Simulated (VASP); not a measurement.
# Na (I4/mmm) in VASP: a series of runs

The runs below take Na through single point, with LDA.

All numbers are computed with VASP 6.6.1; they aren't measurements. Logs are shortened: lines on timing, memory, paths and dates and some standing lists are left out, and cuts for length are marked.

## (1) The cell of the first run

The structure is tetragonal, space group I4/mmm (No. 139). Conventional cell: a = 3.874 Å, b = 3.874 Å, c = 4.881 Å, α = 90.00°, β = 90.00°, γ = 90.00°. Within 4.9 Å of Na (site symmetry 4/mmm) lie 14 Na at 3.67 to 4.88 Å.

## (2) Single point, LDA

Contents of INCAR:

```
SYSTEM = Na
  PREC = Accurate
  ENCUT = 520
  EDIFF = 1E-6
  ISMEAR = 0
  SIGMA = 0.15
  LREAL = .FALSE.
  LASPH = .TRUE.
  NELM = 60
  ALGO = Fast
  ISIF = 2
  LWAVE = .FALSE.
  LCHARG = .FALSE.
  NBANDS = 10
```

Contents of KPOINTS:

```
regular mesh
0
G
  18 18 18
  0 0 0
```

Contents of POSCAR:

```
Na
1.0
   -1.9369500000      1.9369500000      2.4404000000
    1.9369500000     -1.9369500000      2.4404000000
    1.9369500000      1.9369500000     -2.4404000000
Na
1
Direct
    0.0000000000      0.0000000000      0.0000000000
```

Potentials or basis: VASP PAW LDA potentials, release 64 (Na_pv).

On the command line:

```bash
> cat potpaw_LDA.64/Na_pv/POTCAR > POTCAR
> mpirun -np 1 vasp_std > vasp.out
```

OUTCAR:

```text
SYSTEM = Na
   PREC = Accurate
   ENCUT = 520
   EDIFF = 1E-6
   ISMEAR = 0
   LREAL = .FALSE.
   LASPH = .TRUE.
   NELM = 60
   ISIF = 2

 ion  position               nearest neighbor table
   1  0.000  0.000  0.000-

  LATTYP: Found a body centered tetragonal cell.
 ALAT       =     3.8739000000
 C/A-ratio  =     1.2599189447

  Lattice vectors:

 A1 = (  -1.9369500000,   1.9369500000,   2.4404000000)
 A2 = (   1.9369500000,  -1.9369500000,   2.4404000000)
 A3 = (   1.9369500000,   1.9369500000,  -2.4404000000)

Analysis of symmetry for initial positions (statically):
=====================================================================
 Subroutine PRICEL returns:
 Original cell was already a primitive cell.

 Routine SETGRP: Setting up the symmetry group for a
 body centered tetragonal supercell.

 Subroutine GETGRP returns: Found 16 space group operations
 (whereof 16 operations were pure point group operations)
 out of a pool of 16 trial point group operations.

The static configuration has the point symmetry D_4h.

Analysis of symmetry for dynamics (positions and initial velocities):
=====================================================================
 Subroutine PRICEL returns:
 Original cell was already a primitive cell.

 Routine SETGRP: Setting up the symmetry group for a
 body centered tetragonal supercell.

 Subroutine GETGRP returns: Found 16 space group operations
 (whereof 16 operations were pure point group operations)
 out of a pool of 16 trial point group operations.

The dynamic configuration has the point symmetry D_4h.

 Subroutine INISYM returns: Found 16 space group operations
 (whereof 16 operations are pure point group operations),
 and found     1 'primitive' translations

----------------------------------------------------------------------------------------

                                     Primitive cell

  volume of cell :      36.6233

  direct lattice vectors                    reciprocal lattice vectors
    -1.936950000  1.936950000  2.440400000     0.000000000  0.258137794  0.204884445
     1.936950000 -1.936950000  2.440400000     0.258137794  0.000000000  0.204884445
     1.936950000  1.936950000 -2.440400000     0.258137794  0.258137794  0.000000000

  length of vectors
     3.668664984  3.668664984  3.668664984     0.329564495  0.329564495  0.365061969

  position of ions in fractional coordinates (direct lattice)
     0.000000000  0.000000000  0.000000000

  ion indices of the primitive-cell ions
   primitive index   ion index
                 1           1

----------------------------------------------------------------------------------------

 KPOINTS: regular mesh

Automatic generation of k-mesh.
 Grid dimensions read from file:
 generate k-points for:   18   18   18

 Generating k-lattice:

  Cartesian coordinates                     Fractional coordinates (reciprocal lattice)
     0.000000000  0.014340989  0.011382469     0.055555556  0.000000000 -0.000000000
     0.014340989  0.000000000  0.011382469     0.000000000  0.055555556 -0.000000000
     0.014340989  0.014340989  0.000000000     0.000000000  0.000000000  0.055555556

  Length of vectors
     0.018309139  0.018309139  0.020281221

  Shift w.r.t. Gamma in fractional coordinates (k-lattice)
     0.000000000  0.000000000  0.000000000

 Subroutine IBZKPT returns following result:
 ===========================================

 Found    480 irreducible k-points:

 Following reciprocal coordinates:
            Coordinates               Weight
  0.000000  0.000000  0.000000      1.000000
  0.055556  0.000000  0.000000      8.000000
  0.111111  0.000000  0.000000      8.000000
  0.166667  0.000000 -0.000000      8.000000
  0.222222  0.000000 -0.000000      8.000000
  0.277778  0.000000 -0.000000      8.000000
[... 16 lines left out ...]
 -0.277778  0.055556  0.000000     16.000000
 -0.222222  0.055556  0.000000     16.000000
 [... further k-points ...]
   k-points           NKPTS =    480   k-points in BZ     NKDIM =    480   number of bands    NBANDS=     10
   number of dos      NEDOS =    301   number of ions     NIONS =      1
   total plane-waves  NPLWV =  21952
   dimension x,y,z NGX =    28 NGY =   28 NGZ =   28
   dimension x,y,z NGXF=    56 NGYF=   56 NGZF=   56
   ions per type =               1
   NGX,Y,Z   is equivalent  to a cutoff of  12.69, 12.69, 12.69 a.u.
   NGXF,Y,Z  is equivalent  to a cutoff of  25.38, 25.38, 25.38 a.u.
 SYSTEM =  Na
   PREC   = accura    normal or accurate (medium, high low for compatibility)
   ISTART =      0    job   : 0-new  1-cont  2-samecut
   ICHARG =      2    charge: 1-file 2-atom 10-const
   ISPIN  =      1    spin polarized calculation?
   LNONCOLLINEAR =      F non collinear calculations
   LSORBIT =      F    spin-orbit coupling
   LASPH  =      T    aspherical Exc in radial PAW
   ENCUT  =  520.0 eV  38.22 Ry    6.18 a.u.   6.82  6.82  6.82*2*pi/ulx,y,z
   NELM   =     60;   NELMIN=  2; NELMDL= -5     # of ELM steps
   EDIFF  = 0.1E-05   stopping-criterion for ELM
   LREAL  =      F    real-space projection
   EDIFFG = 0.1E-04   stopping-criterion for IOM
   NSW    =      0    number of steps for IOM
   IBRION =     -1    ionic relax: 0-MD 1-quasi-New 2-CG
   NFREE  =      0    steps in history (QN), initial steepest desc. (CG)
   ISIF   =      2    stress and relaxation
   ISYM   =      2    0-nonsym 1-usesym 2-fastsym
   POTIM  = 0.5000    time-step for ionic-motion
   TEBEG  =    0.0;   TEEND  =   0.0 temperature during run
   PSTRESS=    0.0 pullay stress
   NELECT =       7.0000    total number of electrons
   NUPDOWN=      -1.0000    fix difference up-down
   EMIN   =  10.00;   EMAX   =-10.00  energy-range for DOS
   EFERMI =   0.00;   METHOD = LEGACY
   ISMEAR =     0;   SIGMA  =   0.15  broadening in eV -4-tet -1-fermi 0-gaus
   EFERMI_NEDOS =   21; number of points for ismear=-14 and -15
   IALGO  =     68    algorithm
   IMIX   =      4    mixing-type and parameters
     AMIX     =   0.40;   BMIX     =  1.00
     AMIX_MAG =   1.60;   BMIX_MAG =  1.00
  volume/ion in A,a.u.               =      36.62       247.15
  Fermi-wavevector in a.u.,A,eV,Ry     =   0.943021  1.782052 12.099517  0.889289
  Thomas-Fermi vector in A             =   2.070688
   LORBIT       =      0    0 simple, 1 ext, 2 COOP (PROOUT), +10 PAW based schemes
   GGA     = CA    functional components
   LHFCALC =     F    Hartree Fock is set to
   AEXX    =    0.0000 exact exchange contribution
   IVDW    =     0    specifies the selected vdW correction
   LEPSILON=     F    determine dielectric tensor
   LRPA    =     F    only Hartree local field effects (RPA)
 non-spin polarized calculation
 RMM-DIIS sequential band-by-band and
 Gauss-broadening in eV      SIGMA  =   0.15
  energy-cutoff  :      520.00
  volume of cell :       36.62
 maximum number of plane-waves:      1010
   NGX = 13   NGY = 13   NGZ = 13

 number of electron       7.0000008 magnetization

 Free energy of the ion-electron system (eV)
  ---------------------------------------------------
  ext. energy  EPLUGINS =         0.00000000
  ---------------------------------------------------
  free energy    TOTEN  =        -1.44900762 eV

  energy without entropy =       -1.44420718  energy(sigma->0) =       -1.44660740

 E-fermi :   0.1959     XC(G=0):  -6.7617

 val. band max:        0.1955779735   @ k =  -0.2222  -0.4444   0.2222
 cond. band min:       0.2199380279   @ k =  -0.3333  -0.3889   0.3333
 fundamental gap:      0.0243600544
 Fermi energy:         0.1959186248

 k-point     1 :       0.0000    0.0000    0.0000
  band No.  band energies     occupation
      1     -24.7368      2.00000
      2     -24.7367      2.00000
      3     -24.7367      2.00000
      4      -3.1148      2.00000
      5      11.2682      0.00000
      6      11.2682      0.00000
      7      11.6850      0.00000
      8      12.6923      0.00000
      9      12.9144      0.00000
     10      12.9463      0.00000

 k-point     2 :       0.0556    0.0000    0.0000
  band No.  band energies     occupation
      1     -24.7379      2.00000
      2     -24.7370      2.00000
      3     -24.7368      2.00000
      4      -3.0626      2.00000
      5      10.4605      0.00000
      6      11.1067      0.00000
      7      11.4602      0.00000
      8      12.7091      0.00000
      9      13.0755      0.00000
     10      13.1916      0.00000

 k-point     3 :       0.1111    0.0000    0.0000
  band No.  band energies     occupation
      1     -24.7412      2.00000
      2     -24.7377      2.00000
      3     -24.7370      2.00000
      4      -2.9063      2.00000
      5       9.1019      0.00000
      6      10.7800      0.00000
      7      11.2538      0.00000
      8      12.4474      0.00000
      9      13.3730      0.00000
     10      13.4740      0.00000

 k-point     4 :       0.1667    0.0000   -0.0000
  band No.  band energies     occupation
      1     -24.7463      2.00000
      2     -24.7388      2.00000
      3     -24.7373      2.00000
      4      -2.6470      2.00000
      5       7.7346      0.00000
      6      10.4472      0.00000
      7      11.0447      0.00000
      8      12.1705      0.00000
      9      12.7174      0.00000
     10      13.8443      0.00000
[... 222 lines left out ...]
 k-point    22 :      -0.3333    0.0556    0.0000
  band No.  band energies     occupation
      1     -24.7627      2.00000
      2     -24.7426      2.00000
      3     -24.7389      2.00000
      4      -1.4523      2.00000
      5       4.4833      0.00000
      6       9.5058      0.00000
      7      10.2364      0.00000
      8      11.1085      0.00000
      9      11.9228      0.00000
     10      12.9617      0.00000

 k-point    23 :      -0.2778    0.0556    0.0000
  band No.  band energies     occupation
      1     -24.7565      2.00000
      2     -24.7411      2.00000
      3     -24.7386      2.00000
      4      -1.9719      2.00000
      5       5.6812      0.00000
      6       9.7301      0.00000
      7      10.5377      0.00000
      8      11.1973      0.00000
      9      12.1917      0.00000
     10      13.2975      0.00000

 k-point    24 :      -0.2222    0.0556    0.0000
  band No.  band energies     occupation
      1     -24.7502      2.00000
      2     -24.7396      2.00000
      3     -24.7382      2.00000
      4      -2.3937      2.00000
      5       6.9511      0.00000
      6       9.9936      0.00000
      7      10.7738      0.00000
      8      11.5197      0.00000
      9      12.4945      0.00000
     10      13.6926      0.00000

 [... further k-points ...]

------------------------ aborting loop because EDIFF is reached ----------------------------------------

  FORCE on cell =-STRESS in cart. coord.  units (eV):
  Direction    XX          YY          ZZ          XY          YZ          ZX
  --------------------------------------------------------------------------------------
  -------------------------------------------------------------------------------------
  Total       -0.1958092     -0.1958092     -0.1889170      0.0000000      0.0000000      0.0000000
  in kB       -8.5661528     -8.5661528     -8.2646389      0.0000000      0.0000000      0.0000000
  external PRESSURE =      -8.4656482 kB  Pullay stress =       0.0000000 kB

 VOLUME and BASIS-vectors are now :
 -----------------------------------------------------------------------------
  energy-cutoff  :      520.00
  volume of cell :       36.62
      direct lattice vectors                 reciprocal lattice vectors
    -1.936950000  1.936950000  2.440400000     0.000000000  0.258137794  0.204884445
     1.936950000 -1.936950000  2.440400000     0.258137794  0.000000000  0.204884445
     1.936950000  1.936950000 -2.440400000     0.258137794  0.258137794  0.000000000

 POSITION                                       TOTAL-FORCE (eV/Angst)
 -----------------------------------------------------------------------------------
      0.00000      0.00000      0.00000         0.000000      0.000000      0.000000
 -----------------------------------------------------------------------------------
    total drift:                               -0.000000     -0.000000      0.000000

  FREE ENERGIE OF THE ION-ELECTRON SYSTEM (eV)
  ---------------------------------------------------
  free  energy   TOTEN  =        -1.4490076173 eV

  energy  without entropy=       -1.4442071817  energy(sigma->0) =       -1.44660740
```

It took 71 s on 1 thread of AMD EPYC 9R45 (Zen 5), shared host; peak memory 0.21 GiB.

Results:

```yaml
Free_energy: -1.4490 eV
Pressure: -0.8 GPa
Band_gap_on_the_k_mesh: zero (an odd number of electrons rules out a gap without spin polarisation)
```

Levels at points of the mesh, in eV from the Fermi level:
| k point | band 1 | band 2 | band 3 | band 4 | band 5 | band 6 | band 7 | band 8 | band 9 |
| --- | --- | --- | --- | --- | --- | --- | --- | --- | --- |
| (0.00, 0.00, 0.00) | -24.93 | -24.93 | -24.93 | -3.31 | 11.07 | 11.07 | 11.49 | 12.50 | 12.72 |
| (0.50, 0.00, 0.00) | -24.97 | -24.94 | -24.93 | 0.60 | 0.95 | 9.43 | 10.33 | 10.54 | 10.66 |
| (0.50, 0.50, 0.00) | -24.97 | -24.95 | -24.94 | 1.41 | 1.94 | 6.75 | 7.58 | 7.69 | 9.43 |
| (0.50, 0.50, 0.50) | -24.97 | -24.95 | -24.95 | 2.64 | 3.13 | 5.69 | 6.32 | 6.32 | 8.38 |

## (3) Single point, LDA

This run uses another cell than the first one, of 37.32 Å³/atom.

Contents of INCAR:

```
SYSTEM = Na
ALGO     = Fast           ! electronic algorithm
EDIFF    = 1E-6           ! SCF threshold, eV
ENCUT    = 520            ! plane-wave cutoff, eV
GGA      = CA             ! functional
ISIF     = 2              ! what is computed and relaxed
ISMEAR   = 0              ! smearing method
LASPH    = .TRUE.         ! aspherical terms in the spheres
LCHARG   = .FALSE.        ! write CHGCAR
LREAL    = .FALSE.        ! projectors in reciprocal space
LWAVE    = .FALSE.        ! write WAVECAR
NBANDS   = 10             ! bands
NELM     = 60             ! most SCF steps
PREC     = Accurate       ! precision mode
SIGMA    = 0.15           ! smearing width, eV
```

Contents of KPOINTS:

```
k-points
0
G
  18 18 18
  0 0 0
```

Contents of POSCAR:

```
Na
1.0
   -1.8102542474      1.8102542474      2.8471500000
    1.8102542474     -1.8102542474      2.8471500000
    1.8102542474      1.8102542474     -2.8471500000
Na
1
Direct
    0.0000000000      0.0000000000      0.0000000000
```

Potentials or basis: VASP PAW LDA potentials, release 64 (Na_pv).

On the command line:

```bash
> cat potpaw_LDA.64/Na_pv/POTCAR > POTCAR
> mpirun -np 1 vasp_std > vasp.out
```

Wall time 72 s (1 thread of AMD EPYC 9R45 (Zen 5), shared host); peak memory 0.22 GiB.

It converged, with:

| Item | Value |
| --- | --- |
| Free energy | -1.4437 eV |
| Pressure | -0.9 GPa |
| Band gap on the k mesh | zero (an odd number of electrons rules out a gap without spin polarisation) |

Stress tensor (GPa, compression positive):
```
-0.82  0.00  0.00
 0.00 -0.82  0.00
 0.00  0.00 -1.20
```

Levels at points of the mesh, in eV from the Fermi level:
```csv
k point,band 2,band 3,band 4,band 5,band 6,band 7
"(0.00, 0.00, 0.00)",-24.95,-24.95,-3.27,10.79,11.22,11.22
"(0.50, 0.00, 0.00)",-24.96,-24.96,0.59,0.93,9.24,9.66
"(0.50, 0.50, 0.00)",-24.97,-24.96,2.12,2.66,6.04,6.65
"(0.50, 0.50, 0.50)",-24.96,-24.96,1.12,1.59,6.89,7.83
```

The gap in the log of VASP goes by the Fermi energy; the results here count the filled bands.